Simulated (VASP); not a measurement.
A run of VASP 6.6.1 is set up as follows.

Contents of INCAR:

```
  PREC = Accurate
  ENCUT = 520
  EDIFF = 1E-6
  ISMEAR = 0
  SIGMA = 0.15
  LREAL = False
  LASPH = True
  NELM = 100
  ALGO = Fast
  ISIF = 2
  LWAVE = False
  LCHARG = True
  GGA = PS
  LELF = True
  LVHAR = True
  NBANDS = 30
```

Contents of KPOINTS:

```
regular mesh
0
Gamma
  24 24 6
```

Contents of POSCAR:

```
Au
1.0
   -1.4325950641     -2.4813274377      0.0000000000
    1.4325950641     -2.4813274377      0.0000000000
    0.0000000000     -3.3086020055      9.5811559621
Au
4
Direct
    0.5833291667      0.5833291667      0.1250000000
    0.2499791667      0.2499791667      0.6250000000
   -0.2500291667     -0.2500291667      0.8750000000
    0.0833208333      0.0833208333      0.3750000000
```

Potentials or basis: VASP PAW PBE potentials, release 64 (Au).

Run with:

```console
$ cat potpaw_PBE.64/Au/POTCAR > POTCAR
$ mpirun -np 1 vasp_std > vasp.out
```

Problem. Predict the band gap on the k mesh.

Solution. Zero (bands 22 and 23 overlap by 4.66 eV).

Problem. Estimate the pressure.

Solution. 6.1 GPa.

Problem. What does it give for the largest force?

Solution. 3.460 eV/Å.

Stress tensor (GPa, compression positive):
```
-1.31  0.00  0.00
 0.00 -1.31  0.01
 0.00  0.01 21.00
```

Caveat: the cell stands under pressure; the PAW data sets were made with another functional, which shifts forces and pressure a little; spin-orbit coupling is left out, which moves the levels of the heavy elements.
